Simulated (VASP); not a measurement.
# Al3Ni3F in VASP: relaxation of the atoms with PBEsol

Aim: the relaxation of the atoms of Al3Ni3F with PBEsol.

All numbers are computed with VASP 6.6.1; they aren't measurements. Logs are shortened: lines on timing, memory, paths and dates and some standing lists are left out, and cuts for length are marked.

### Step 1. The cell of the first run

The cell holds a slab with vacuum, 7 atoms: a = 2.862 Å, b = 2.862 Å, c = 26.155 Å, α = 90.00°, β = 90.00°, γ = 90.00°.

### Step 2. Relaxation of the atoms, PBEsol

INCAR

```
PREC = Accurate
ENCUT = 520
EDIFF = 1E-7
ISMEAR = 0
SIGMA = 0.1
LREAL = False
LASPH = True
NELM = 120
ALGO = Normal
ISIF = 2
LWAVE = False
LCHARG = False
LDIPOL = True
IDIPOL = 3
DIPOL = 0.5 0.5 0.487
GGA = PS
IBRION = 2
NSW = 90
EDIFFG = -0.03
GGA_COMPAT = False
NELMIN = 4
NELMDL = -8
KPAR = 4
```

KPOINTS

```
regular mesh
0
Gamma
  10 10 1
```

POSCAR

```
Al3Ni3F
1.0
    2.8621655562      0.0000000000      0.0000000000
    0.0000000000      2.8621655562      0.0000000000
    0.0000000000      0.0000000000     26.1554138905
Ni Al F
3 3 1
Selective dynamics
Direct
    0.5000000000      0.5000000000      0.3249805198  F F F
    0.5000000000      0.5000000000      0.4344097021  F F F
    0.5000000000      0.5000000000      0.5461081300  T T T
    0.0000000000      0.0000000000      0.3796951109  F F F
    0.0000000000      0.0000000000      0.4892465214  T T T
    0.0000000000      0.0000000000      0.5974672255  T T T
    0.0000000000      0.5000000000      0.6379942080  T T T
```

Potentials or basis: VASP PAW PBE potentials, release 64 (Ni, Al, F).

The run is started by

```bash
cat potpaw_PBE.64/Ni/POTCAR potpaw_PBE.64/Al/POTCAR potpaw_PBE.64/F/POTCAR > POTCAR
mpirun -np 4 vasp_std > vasp.out
```

OUTCAR:

```text
PREC = Accurate
   ENCUT = 520
   EDIFF = 1E-7
   ISMEAR = 0
   LREAL = False
   LASPH = True
   NELM = 120
   ISIF = 2
   GGA = PS
   IBRION = 2
   NSW = 90
   EDIFFG = -0.03
   NELMIN = 4
   NELMDL = -8

 ion  position               nearest neighbor table
   1  0.500  0.500  0.325-   4 2.48   4 2.48   4 2.48   4 2.48   2 2.86
   2  0.500  0.500  0.434-   4 2.48   4 2.48   4 2.48   4 2.48   5 2.48   5 2.48   5 2.48   5 2.48
                             1 2.86   3 2.92
   3  0.500  0.500  0.546-   6 2.43   6 2.43   6 2.43   6 2.43   5 2.51   5 2.51   5 2.51   5 2.51
                             2 2.92
   4  0.000  0.000  0.380-   1 2.48   1 2.48   1 2.48   1 2.48   2 2.48   2 2.48   2 2.48   2 2.48
                             5 2.87
   5  0.000  0.000  0.489-   2 2.48   2 2.48   2 2.48   2 2.48   3 2.51   3 2.51   3 2.51   3 2.51
                             6 2.83   4 2.87
   6  0.000  0.000  0.597-   7 1.78   7 1.78   3 2.43   3 2.43   3 2.43   3 2.43   5 2.83
   7  0.000  0.500  0.638-   6 1.78   6 1.78

  LATTYP: Found a simple tetragonal cell.
 ALAT       =     2.8621655562
 C/A-ratio  =     9.1383301828

  Lattice vectors:

 A1 = (   2.8621655562,   0.0000000000,   0.0000000000)
 A2 = (   0.0000000000,   2.8621655562,   0.0000000000)
 A3 = (   0.0000000000,   0.0000000000,  26.1554138905)

Analysis of symmetry for initial positions (statically):
=====================================================================
 Subroutine PRICEL returns:
 Original cell was already a primitive cell.

 Routine SETGRP: Setting up the symmetry group for a
 simple tetragonal supercell.

 Subroutine GETGRP returns: Found  4 space group operations
 (whereof  4 operations were pure point group operations)
 out of a pool of 16 trial point group operations.

The static configuration has the point symmetry C_2v.

Analysis of symmetry for dynamics (positions and initial velocities):
=====================================================================
 Subroutine PRICEL returns:
 Original cell was already a primitive cell.

 Routine SETGRP: Setting up the symmetry group for a
 simple tetragonal supercell.

 Subroutine GETGRP returns: Found  4 space group operations
 (whereof  4 operations were pure point group operations)
 out of a pool of 16 trial point group operations.

The dynamic configuration has the point symmetry C_2v.

Analysis of constrained symmetry for selective dynamics:
=====================================================================
 Subroutine PRICEL returns:
 Original cell was already a primitive cell.

 Routine SETGRP: Setting up the symmetry group for a
 simple tetragonal supercell.

 Subroutine GETGRP returns: Found  4 space group operations
 (whereof  4 operations were pure point group operations)
 out of a pool of 16 trial point group operations.

The constrained configuration has the point symmetry C_2v.

 Subroutine INISYM returns: Found  4 space group operations
 (whereof  4 operations are pure point group operations),
 and found     1 'primitive' translations

----------------------------------------------------------------------------------------

                                     Primitive cell

  volume of cell :     214.2649

  direct lattice vectors                    reciprocal lattice vectors
     2.862165556  0.000000000  0.000000000     0.349385799  0.000000000  0.000000000
     0.000000000  2.862165556  0.000000000     0.000000000  0.349385799  0.000000000
     0.000000000  0.000000000 26.155413891     0.000000000  0.000000000  0.038233002

  length of vectors
     2.862165556  2.862165556 26.155413891     0.349385799  0.349385799  0.038233002

  position of ions in fractional coordinates (direct lattice)
     0.500000000  0.500000000  0.324980520
     0.500000000  0.500000000  0.434409702
     0.500000000  0.500000000  0.546108130
     0.000000000  0.000000000  0.379695111
     0.000000000  0.000000000  0.489246521
     0.000000000  0.000000000  0.597467225
     0.000000000  0.500000000  0.637994208

[... 37 lines left out ...]
            Coordinates               Weight
  0.000000  0.000000  0.000000      1.000000
  0.100000  0.000000  0.000000      2.000000
  0.000000  0.100000  0.000000      2.000000
  0.200000  0.000000  0.000000      2.000000
  0.000000  0.200000  0.000000      2.000000
  0.300000  0.000000  0.000000      2.000000
[... 16 lines left out ...]
 -0.200000  0.300000  0.000000      4.000000
  0.400000  0.200000  0.000000      4.000000
 [... further k-points ...]
   k-points           NKPTS =     36   k-points in BZ     NKDIM =     36   number of bands    NBANDS=     27
   number of dos      NEDOS =    301   number of ions     NIONS =      7
   total plane-waves  NPLWV = 112896
   dimension x,y,z NGX =    24 NGY =   24 NGZ =  196
   dimension x,y,z NGXF=    48 NGYF=   48 NGZF=  392
   ions per type =               3   3   1
   NGX,Y,Z   is equivalent  to a cutoff of  13.94, 13.94, 12.46 a.u.
   NGXF,Y,Z  is equivalent  to a cutoff of  27.88, 27.88, 24.92 a.u.
 SYSTEM =  unknown system
   PREC   = accura    normal or accurate (medium, high low for compatibility)
   ISTART =      0    job   : 0-new  1-cont  2-samecut
   ICHARG =      2    charge: 1-file 2-atom 10-const
   ISPIN  =      1    spin polarized calculation?
   LNONCOLLINEAR =      F non collinear calculations
   LSORBIT =      F    spin-orbit coupling
   LASPH  =      T    aspherical Exc in radial PAW
   ENCUT  =  520.0 eV  38.22 Ry    6.18 a.u.   5.32  5.32 48.63*2*pi/ulx,y,z
   NELM   =    120;   NELMIN=  4; NELMDL= -8     # of ELM steps
   EDIFF  = 0.1E-06   stopping-criterion for ELM
   LREAL  =      F    real-space projection
   EDIFFG = -.3E-01   stopping-criterion for IOM
   NSW    =     90    number of steps for IOM
   IBRION =      2    ionic relax: 0-MD 1-quasi-New 2-CG
   NFREE  =      1    steps in history (QN), initial steepest desc. (CG)
   ISIF   =      2    stress and relaxation
   ISYM   =      2    0-nonsym 1-usesym 2-fastsym
   POTIM  = 0.5000    time-step for ionic-motion
   TEBEG  =    0.0;   TEEND  =   0.0 temperature during run
   PSTRESS=    0.0 pullay stress
   NELECT =      46.0000    total number of electrons
   NUPDOWN=      -1.0000    fix difference up-down
   EMIN   =  10.00;   EMAX   =-10.00  energy-range for DOS
   EFERMI =   0.00;   METHOD = LEGACY
   ISMEAR =     0;   SIGMA  =   0.10  broadening in eV -4-tet -1-fermi 0-gaus
   EFERMI_NEDOS =   21; number of points for ismear=-14 and -15
   IALGO  =     38    algorithm
   IMIX   =      4    mixing-type and parameters
     AMIX     =   0.40;   BMIX     =  1.00
     AMIX_MAG =   1.60;   BMIX_MAG =  1.00
  volume/ion in A,a.u.               =      30.61       206.56
  Fermi-wavevector in a.u.,A,eV,Ry     =   0.980266  1.852433 13.074118  0.960921
  Thomas-Fermi vector in A             =   2.111182
   LORBIT       =      0    0 simple, 1 ext, 2 COOP (PROOUT), +10 PAW based schemes
   GGA     = PS    functional components
   LHFCALC =     F    Hartree Fock is set to
   AEXX    =    0.0000 exact exchange contribution
   IVDW    =     0    specifies the selected vdW correction
   LEPSILON=     F    determine dielectric tensor
   LRPA    =     F    only Hartree local field effects (RPA)
 conjugate gradient relaxation of ions
 non-spin polarized calculation
 Gauss-broadening in eV      SIGMA  =   0.10
  energy-cutoff  :      520.00
  volume of cell :      214.26
 maximum number of plane-waves:      5817
 NGX is ok and might be reduce to    24
   NGX = 11   NGY = 11   NGZ = 97

--------------------------------------- Ionic step        1  -------------------------------------------

 number of electron      46.0000013 magnetization

 Free energy of the ion-electron system (eV)
  ---------------------------------------------------
  ext. energy  EPLUGINS =         0.00000000
  ---------------------------------------------------
  free energy    TOTEN  =       -38.24378634 eV

  energy without entropy =      -38.23118393  energy(sigma->0) =      -38.23748514

------------------------ aborting loop because EDIFF is reached ----------------------------------------

  FORCE on cell =-STRESS in cart. coord.  units (eV):
  Direction    XX          YY          ZZ          XY          YZ          ZX
  --------------------------------------------------------------------------------------
  -------------------------------------------------------------------------------------
  Total       -0.2020544     -2.3944898      3.5847522      0.0000000      0.0000000      0.0000000
  in kB       -1.5108725    -17.9049238     26.8051734      0.0000000      0.0000000      0.0000000
  external PRESSURE =       2.4631257 kB  Pullay stress =       0.0000000 kB
[... 104 lines left out ...]
  FREE ENERGIE OF THE ION-ELECTRON SYSTEM (eV)
  ---------------------------------------------------
  free  energy   TOTEN  =       -38.5132901741 eV

  energy  without entropy=      -38.5022234646  energy(sigma->0) =      -38.50775682

 dipolmoment           0.000000      0.000000     -0.012958 electrons x Angstroem

[... ionic steps 4 to 15 ...]

--------------------------------------- Ionic step       16  -------------------------------------------

 number of electron      46.0000032 magnetization

------------------------ aborting loop because EDIFF is reached ----------------------------------------
[... 77 lines left out ...]
--------------------------------------- Ionic step       18  -------------------------------------------

 number of electron      46.0000032 magnetization

 dipolmoment           0.000000      0.000000      0.016577 electrons x Angstroem

 Free energy of the ion-electron system (eV)
  ---------------------------------------------------
  ext. energy  EPLUGINS =         0.00000000
  ---------------------------------------------------
  free energy    TOTEN  =       -38.59999423 eV

  energy without entropy =      -38.58673640  energy(sigma->0) =      -38.59336531

 E-fermi :   0.4048     XC(G=0):  -5.1191

 val. band max:        0.3976367543   @ k =   0.5000   0.5000   0.0000
 cond. band min:       0.4282714493   @ k =   0.5000   0.4000   0.0000
 fundamental gap:      0.0306346950
 Fermi energy:         0.4047999109

 k-point     1 :       0.0000    0.0000    0.0000
  band No.  band energies     occupation
      1     -25.0741      2.00000
      2     -10.4544      2.00000
      3      -9.1781      2.00000
      4      -7.6763      2.00000
      5      -6.4268      2.00000
      6      -5.9522      2.00000
[... 709 lines left out ...]
     26       3.1473      0.00000
     27       4.1742      0.00000

 [... further k-points ...]

------------------------ aborting loop because EDIFF is reached ----------------------------------------

 vacuum level on the upper side and lower side of the slab       (xc-potential included)         0.166        -0.194

  FORCE on cell =-STRESS in cart. coord.  units (eV):
  Direction    XX          YY          ZZ          XY          YZ          ZX
  --------------------------------------------------------------------------------------
  -------------------------------------------------------------------------------------
  Total       -1.2227164     -5.2697472     -0.6233943      0.0000000      0.0000000      0.0000000
  in kB       -9.1429260    -39.4048128     -4.6614634      0.0000000      0.0000000      0.0000000
  external PRESSURE =     -17.7364008 kB  Pullay stress =       0.0000000 kB
[... 22 lines left out ...]
  FREE ENERGIE OF THE ION-ELECTRON SYSTEM (eV)
  ---------------------------------------------------
  free  energy   TOTEN  =       -38.5999942297 eV

  energy  without entropy=      -38.5867363956  energy(sigma->0) =      -38.59336531

 reached required accuracy - stopping structural energy minimisation

 vacuum level on the upper side and lower side of the slab         5.474         5.107
```

Wall time 18 min (4 MPI ranks of Intel Xeon Platinum 8259CL at 2.50GHz (Skylake/Cascade Lake), shared host); peak memory 0.47 GiB.

What came out:

```yaml
Free_energy: -38.6000 eV
Energy_gained_by_relaxing: 50.9 meV/atom
Ionic_steps: 18
Band_gap_on_the_k_mesh: zero (bands 23 and 24 overlap by 1.24 eV)
```

The path:
```csv
step,energy change (eV),largest force on free atoms (eV/Å),pressure (GPa)
1,0.0000,2.9329,0.25
2,-0.2636,1.4862,-1.16
3,-0.2695,1.1064,-1.03
4,-0.3414,0.3409,-1.30
5,-0.3483,0.2642,-1.37
6,-0.3522,0.0936,-1.42
7,-0.3532,0.0600,-1.46
8,-0.3536,0.0490,-1.48
9,-0.3544,0.0839,-1.53
10,-0.3544,0.2149,-1.64
11,-0.3547,0.1313,-1.58
12,-0.3549,0.1241,-1.60
13,-0.3553,0.1028,-1.63
14,-0.3558,0.0602,-1.69
15,-0.3560,0.0564,-1.81
16,-0.3561,0.0369,-1.78
17,-0.3561,0.0303,-1.78
18,-0.3562,0.0101,-1.77
```

Final structure:
```yaml
crystal:
  lattice:
    - [2.86217, 0.00000, 0.00000]
    - [0.00000, 2.86217, 0.00000]
    - [0.00000, 0.00000, 26.15541]
  atoms:
    - { symbol: Ni, position: [0.50000, 0.50000, 0.32498] }
    - { symbol: Ni, position: [0.50000, 0.50000, 0.43441] }
    - { symbol: Ni, position: [0.50000, 0.50000, 0.54218] }
    - { symbol: Al, position: [0.00000, 0.00000, 0.37970] }
    - { symbol: Al, position: [0.00000, 0.00000, 0.48793] }
    - { symbol: Al, position: [0.00000, 0.00000, 0.59882] }
    - { symbol: F, position: [0.00000, 0.50000, 0.64658] }
```

Caveat: the PAW data sets were made with another functional, which shifts forces and pressure a little; the run has no spin polarisation, though such a crystal can be magnetic. With open d or f shells a metallic result of PBEsol can be an artefact of self-interaction; +U or a hybrid may open a gap.

The gap in the log of VASP goes by the Fermi energy; the results here count the filled bands.